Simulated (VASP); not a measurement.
# As (Im-3m) in VASP: a series of runs

Runs on As. Level: LDA. Tasks: single point.

All numbers are computed with VASP 6.6.1; they aren't measurements. Logs are shortened: lines on timing, memory, paths and dates and some standing lists are left out, and cuts for length are marked.

## 1. The cell of the first run

Symmetry: Im-3m, No. 229, cubic system. Conventional cell: a = 2.524 Å, b = 2.524 Å, c = 2.524 Å, α = 90.00°, β = 90.00°, γ = 90.00°. As (site symmetry m-3m) has 14 As at 2.19 to 2.52 Å within 2.9 Å.

This isn't the form of As at room conditions, which is rhombohedral.

## 2. Single point, LDA (8.04 Å³/atom)

Input file INCAR:

```
PREC = Accurate
ENCUT = 500
EDIFF = 1E-6
ISMEAR = -1
SIGMA = 0.08
LREAL = False
LASPH = True
NELM = 120
ALGO = Normal
ISIF = 2
LWAVE = False
LCHARG = True
GGA = CA
LELF = True
LVHAR = True
NBANDS = 8
GGA_COMPAT = False
```

Input file KPOINTS:

```
regular mesh
0
Gamma
  18 18 18
```

Input file POSCAR:

```
As
1.0
   -1.2620799126      1.2620799126      1.2620799126
    1.2620799126     -1.2620799126      1.2620799126
    1.2620799126      1.2620799126     -1.2620799126
As
1
Direct
    0.0000000000      0.0000000000      0.0000000000
```

Potentials or basis: VASP PAW LDA potentials, release 64 (As).

Command:

```bash
> cat potpaw_LDA.64/As/POTCAR > POTCAR
> mpirun -np 1 vasp_std > vasp.out
```

OUTCAR:

```text
PREC = Accurate
   ENCUT = 500
   EDIFF = 1E-6
   ISMEAR = -1
   LREAL = False
   LASPH = True
   NELM = 120
   ISIF = 2
   GGA = CA

 ion  position               nearest neighbor table
   1  0.000  0.000  0.000-

  LATTYP: Found a body centered cubic cell.
 ALAT       =     2.5241598252

  Lattice vectors:

 A1 = (  -1.2620799126,   1.2620799126,   1.2620799126)
 A2 = (   1.2620799126,  -1.2620799126,   1.2620799126)
 A3 = (   1.2620799126,   1.2620799126,  -1.2620799126)

Analysis of symmetry for initial positions (statically):
=====================================================================
 Subroutine PRICEL returns:
 Original cell was already a primitive cell.

 Routine SETGRP: Setting up the symmetry group for a
 body centered cubic supercell.

 Subroutine GETGRP returns: Found 48 space group operations
 (whereof 48 operations were pure point group operations)
 out of a pool of 48 trial point group operations.

The static configuration has the point symmetry O_h .

Analysis of symmetry for dynamics (positions and initial velocities):
=====================================================================
 Subroutine PRICEL returns:
 Original cell was already a primitive cell.

 Routine SETGRP: Setting up the symmetry group for a
 body centered cubic supercell.

 Subroutine GETGRP returns: Found 48 space group operations
 (whereof 48 operations were pure point group operations)
 out of a pool of 48 trial point group operations.

The dynamic configuration has the point symmetry O_h .

 Subroutine INISYM returns: Found 48 space group operations
 (whereof 48 operations are pure point group operations),
 and found     1 'primitive' translations

----------------------------------------------------------------------------------------

                                     Primitive cell

  volume of cell :       8.0412

  direct lattice vectors                    reciprocal lattice vectors
    -1.262079913  1.262079913  1.262079913     0.000000000  0.396171427  0.396171427
     1.262079913 -1.262079913  1.262079913     0.396171427  0.000000000  0.396171427
     1.262079913  1.262079913 -1.262079913     0.396171427  0.396171427  0.000000000

  length of vectors
     2.185986532  2.185986532  2.185986532     0.560271005  0.560271005  0.560271005

  position of ions in fractional coordinates (direct lattice)
     0.000000000  0.000000000  0.000000000

  ion indices of the primitive-cell ions
   primitive index   ion index
                 1           1

----------------------------------------------------------------------------------------

 KPOINTS: regular mesh

Automatic generation of k-mesh.
 Grid dimensions read from file:
 generate k-points for:   18   18   18

 Generating k-lattice:

  Cartesian coordinates                     Fractional coordinates (reciprocal lattice)
     0.000000000  0.022009524  0.022009524     0.055555556  0.000000000  0.000000000
     0.022009524  0.000000000  0.022009524     0.000000000  0.055555556  0.000000000
     0.022009524  0.022009524  0.000000000     0.000000000  0.000000000  0.055555556

  Length of vectors
     0.031126167  0.031126167  0.031126167

  Shift w.r.t. Gamma in fractional coordinates (k-lattice)
     0.000000000  0.000000000  0.000000000

 Subroutine IBZKPT returns following result:
 ===========================================

 Found    195 irreducible k-points:

 Following reciprocal coordinates:
            Coordinates               Weight
  0.000000  0.000000  0.000000      1.000000
  0.055556  0.000000  0.000000     12.000000
  0.111111  0.000000  0.000000     12.000000
  0.166667  0.000000  0.000000     12.000000
  0.222222  0.000000  0.000000     12.000000
  0.277778  0.000000  0.000000     12.000000
[... 16 lines left out ...]
  0.333333  0.111111  0.000000     48.000000
  0.388889  0.111111  0.000000     48.000000
 [... further k-points ...]
   k-points           NKPTS =    195   k-points in BZ     NKDIM =    195   number of bands    NBANDS=      8
   number of dos      NEDOS =    301   number of ions     NIONS =      1
   total plane-waves  NPLWV =   4096
   dimension x,y,z NGX =    16 NGY =   16 NGZ =   16
   dimension x,y,z NGXF=    32 NGYF=   32 NGZF=   32
   ions per type =               1
   NGX,Y,Z   is equivalent  to a cutoff of  12.17, 12.17, 12.17 a.u.
   NGXF,Y,Z  is equivalent  to a cutoff of  24.34, 24.34, 24.34 a.u.
 SYSTEM =  unknown system
   PREC   = accura    normal or accurate (medium, high low for compatibility)
   ISTART =      0    job   : 0-new  1-cont  2-samecut
   ICHARG =      2    charge: 1-file 2-atom 10-const
   ISPIN  =      1    spin polarized calculation?
   LNONCOLLINEAR =      F non collinear calculations
   LSORBIT =      F    spin-orbit coupling
   LASPH  =      T    aspherical Exc in radial PAW
   ENCUT  =  500.0 eV  36.75 Ry    6.06 a.u.   3.99  3.99  3.99*2*pi/ulx,y,z
   NELM   =    120;   NELMIN=  2; NELMDL= -5     # of ELM steps
   EDIFF  = 0.1E-05   stopping-criterion for ELM
   LREAL  =      F    real-space projection
   EDIFFG = 0.1E-04   stopping-criterion for IOM
   NSW    =      0    number of steps for IOM
   IBRION =     -1    ionic relax: 0-MD 1-quasi-New 2-CG
   NFREE  =      0    steps in history (QN), initial steepest desc. (CG)
   ISIF   =      2    stress and relaxation
   ISYM   =      2    0-nonsym 1-usesym 2-fastsym
   POTIM  = 0.5000    time-step for ionic-motion
   TEBEG  =    0.0;   TEEND  =   0.0 temperature during run
   PSTRESS=    0.0 pullay stress
   NELECT =       5.0000    total number of electrons
   NUPDOWN=      -1.0000    fix difference up-down
   EMIN   =  10.00;   EMAX   =-10.00  energy-range for DOS
   EFERMI =   0.00;   METHOD = LEGACY
   ISMEAR =    -1;   SIGMA  =   0.08  broadening in eV -4-tet -1-fermi 0-gaus
   EFERMI_NEDOS =   21; number of points for ismear=-14 and -15
   IALGO  =     38    algorithm
   IMIX   =      4    mixing-type and parameters
     AMIX     =   0.40;   BMIX     =  1.00
     AMIX_MAG =   1.60;   BMIX_MAG =  1.00
  volume/ion in A,a.u.               =       8.04        54.26
  Fermi-wavevector in a.u.,A,eV,Ry     =   1.397305  2.640524 26.564861  1.952462
  Thomas-Fermi vector in A             =   2.520575
   LORBIT       =      0    0 simple, 1 ext, 2 COOP (PROOUT), +10 PAW based schemes
   GGA     = CA    functional components
   LHFCALC =     F    Hartree Fock is set to
   AEXX    =    0.0000 exact exchange contribution
   IVDW    =     0    specifies the selected vdW correction
   LEPSILON=     F    determine dielectric tensor
   LRPA    =     F    only Hartree local field effects (RPA)
 non-spin polarized calculation
  energy-cutoff  :      500.00
  volume of cell :        8.04
 maximum number of plane-waves:       236
   NGX =  7   NGY =  7   NGZ =  7

 number of electron       5.0000000 magnetization

 Free energy of the ion-electron system (eV)
  ---------------------------------------------------
  ext. energy  EPLUGINS =         0.00000000
  ---------------------------------------------------
  free energy    TOTEN  =         1.72464276 eV

  energy without entropy =        1.72933261  energy(sigma->0) =        1.72698769

 E-fermi :  21.6797     XC(G=0): -14.9643

 val. band max:       21.5755068051   @ k =  -0.2778   0.2778   0.2222
 cond. band min:      21.7069997875   @ k =  -0.3333   0.3333   0.2222
 fundamental gap:      0.1314929824
 Fermi energy:        21.6797288241

 k-point     1 :       0.0000    0.0000    0.0000
  band No.  band energies     occupation
      1      -5.7078      2.00000
      2      38.7966      0.00000
      3      38.7966      0.00000
      4      38.7966      0.00000
      5      39.9528      0.00000
      6      39.9528      0.00000
      7      39.9528      0.00000
      8      41.2122      0.00000

 k-point     2 :       0.0556    0.0000    0.0000
  band No.  band energies     occupation
      1      -5.5576      2.00000
      2      35.9089      0.00000
      3      36.9404      0.00000
      4      38.0796      0.00000
      5      38.4490      0.00000
      6      39.5495      0.00000
      7      40.7142      0.00000
      8      41.6492      0.00000

 k-point     3 :       0.1111    0.0000    0.0000
  band No.  band energies     occupation
      1      -5.1063      2.00000
      2      31.8076      0.00000
      3      34.7823      0.00000
      4      36.4197      0.00000
      5      36.7194      0.00000
      6      38.5224      0.00000
      7      40.8957      0.00000
      8      42.6897      0.00000

 k-point     4 :       0.1667    0.0000    0.0000
  band No.  band energies     occupation
      1      -4.3520      2.00000
      2      27.6802      0.00000
      3      32.8025      0.00000
      4      34.6745      0.00000
      5      35.2225      0.00000
      6      37.5738      0.00000
      7      41.5902      0.00000
      8      43.7385      0.00000

 k-point     5 :       0.2222    0.0000    0.0000
  band No.  band energies     occupation
      1      -3.2925      2.00000
      2      23.6650      0.00000
      3      31.0463      0.00000
      4      33.1010      0.00000
      5      33.9696      0.00000
      6      36.7552      0.00000
      7      42.6219      0.00000
      8      44.8235      0.00000

 k-point     6 :       0.2778    0.0000    0.0000
  band No.  band energies     occupation
      1      -1.9259      2.00000
      2      19.8169      2.00000
      3      29.5489      0.00000
      4      31.7690      0.00000
      5      32.9563      0.00000
      6      36.0868      0.00000
      7      43.9400      0.00000
      8      45.9973      0.00000

 k-point     7 :       0.3333    0.0000    0.0000
  band No.  band energies     occupation
      1      -0.2521      2.00000
      2      16.1744      2.00000
      3      28.3434      0.00000
      4      30.7094      0.00000
      5      32.1763      0.00000
      6      35.5745      0.00000
      7      45.5127      0.00000
      8      47.3021      0.00000

 k-point     8 :       0.3889    0.0000    0.0000
  band No.  band energies     occupation
      1       1.7236      2.00000
      2      12.7712      2.00000
      3      27.4588      0.00000
      4      29.9408      0.00000
      5      31.6237      0.00000
      6      35.2153      0.00000
      7      47.3118      0.00000
      8      48.7625      0.00000

 k-point     9 :       0.4444    0.0000    0.0000
  band No.  band energies     occupation
      1       3.9751      2.00000
      2       9.6547      2.00000
      3      26.9181      0.00000
      4      29.4751      0.00000
      5      31.2940      0.00000
      6      35.0036      0.00000
      7      49.3014      0.00000
      8      50.3331      0.00000

 k-point    10 :       0.5000    0.0000    0.0000
  band No.  band energies     occupation
      1       5.9384      2.00000
      2       7.4016      2.00000
      3      26.7362      0.00000
      4      29.3193      0.00000
      5      31.1845      0.00000
      6      34.9337      0.00000
      7      51.1220      0.00000
      8      51.3936      0.00000
[... 78 lines left out ...]
 k-point    18 :       0.4444    0.0556    0.0000
  band No.  band energies     occupation
      1       5.2707      2.00000
      2       8.3674      2.00000
      3      25.6033      0.00000
      4      28.1389      0.00000
      5      32.8089      0.00000
      6      36.0397      0.00000
      7      48.5862      0.00000
      8      51.2588      0.00000

 k-point    19 :       0.1111    0.1111    0.0000
  band No.  band energies     occupation
      1      -3.8982      2.00000
      2      28.0098      0.00000
      3      28.0190      0.00000
      4      32.5202      0.00000
      5      37.9403      0.00000
      6      38.4896      0.00000
      7      41.9928      0.00000
      8      44.0125      0.00000

 k-point    20 :       0.1667    0.1111    0.0000
  band No.  band energies     occupation
      1      -2.8368      2.00000
      2      24.0445      0.00000
      3      26.4483      0.00000
      4      31.0317      0.00000
      5      37.0327      0.00000
      6      38.9464      0.00000
      7      42.0291      0.00000
      8      46.0953      0.00000

 k-point    21 :       0.2222    0.1111    0.0000
  band No.  band energies     occupation
      1      -1.4681      2.00000
      2      20.2209      2.00000
      3      25.1330      0.00000
      4      29.7585      0.00000
      5      36.0825      0.00000
      6      39.3991      0.00000
      7      42.0015      0.00000
      8      48.6701      0.00000

 k-point    22 :       0.2778    0.1111    0.0000
  band No.  band energies     occupation
      1       0.2078      2.00000
      2      16.5943      2.00000
      3      24.0863      0.00000
      4      28.7373      0.00000
      5      35.3204      0.00000
      6      39.3778      0.00000
      7      42.7899      0.00000
      8      50.7371      0.00000

 k-point    23 :       0.3333    0.1111    0.0000
  band No.  band energies     occupation
      1       2.1861      2.00000
      2      13.2011      2.00000
      3      23.3243      0.00000
      4      27.9922      0.00000
      5      34.7713      0.00000
      6      39.1420      0.00000
      7      44.1769      0.00000
      8      52.5726      0.00000

 k-point    24 :       0.3889    0.1111    0.0000
  band No.  band energies     occupation
      1       4.4433      2.00000
      2      10.0864      2.00000
      3      22.8609      0.00000
      4      27.5390      0.00000
      5      34.4412      0.00000
      6      38.9494      0.00000
      7      45.8571      0.00000
      8      50.5590      0.00000

 [... further k-points ...]
[... 5 lines left out ...]
  --------------------------------------------------------------------------------------
  -------------------------------------------------------------------------------------
  Total       22.8688908     22.8688908     22.8688908      0.0000000      0.0000000      0.0000000
  in kB     4556.5393735   4556.5393735   4556.5393735      0.0000000      0.0000000      0.0000000
  external PRESSURE =    4556.5393735 kB  Pullay stress =       0.0000000 kB

 VOLUME and BASIS-vectors are now :
 -----------------------------------------------------------------------------
  energy-cutoff  :      500.00
  volume of cell :        8.04
      direct lattice vectors                 reciprocal lattice vectors
    -1.262079913  1.262079913  1.262079913     0.000000000  0.396171427  0.396171427
     1.262079913 -1.262079913  1.262079913     0.396171427  0.000000000  0.396171427
     1.262079913  1.262079913 -1.262079913     0.396171427  0.396171427  0.000000000

 POSITION                                       TOTAL-FORCE (eV/Angst)
 -----------------------------------------------------------------------------------
      0.00000      0.00000      0.00000        -0.000000      0.000000      0.000000
 -----------------------------------------------------------------------------------
    total drift:                               -0.000000     -0.000000     -0.000000

  FREE ENERGIE OF THE ION-ELECTRON SYSTEM (eV)
  ---------------------------------------------------
  free  energy   TOTEN  =         1.7246427645 eV

  energy  without entropy=        1.7293326145  energy(sigma->0) =        1.72698769
```

Wall time 16 s (1 thread of AMD EPYC 7R13, shared host); peak memory 0.09 GiB.

What came out:

```
Free energy            : 1.7246 eV
Pressure               : 455.7 GPa
Band gap on the k mesh : zero (an odd number of electrons rules out a gap without spin polarisation)
```

Levels at points of the mesh, in eV from the Fermi level:
| k point | band 1 | band 2 | band 3 | band 4 | band 5 | band 6 |
| --- | --- | --- | --- | --- | --- | --- |
| (0.00, 0.00, 0.00) | -27.39 | 17.12 | 17.12 | 17.12 | 18.27 | 18.27 |
| (0.50, 0.00, 0.00) | -15.74 | -14.28 | 5.06 | 7.64 | 9.50 | 13.25 |
| (0.50, 0.50, 0.50) | -5.62 | -5.62 | -5.62 | 0.03 | 0.03 | 0.84 |

Caveat: the cell stands under pressure.

(Continued in part 2 of 2.)

The gap in the log of VASP goes by the Fermi energy; the results here count the filled bands.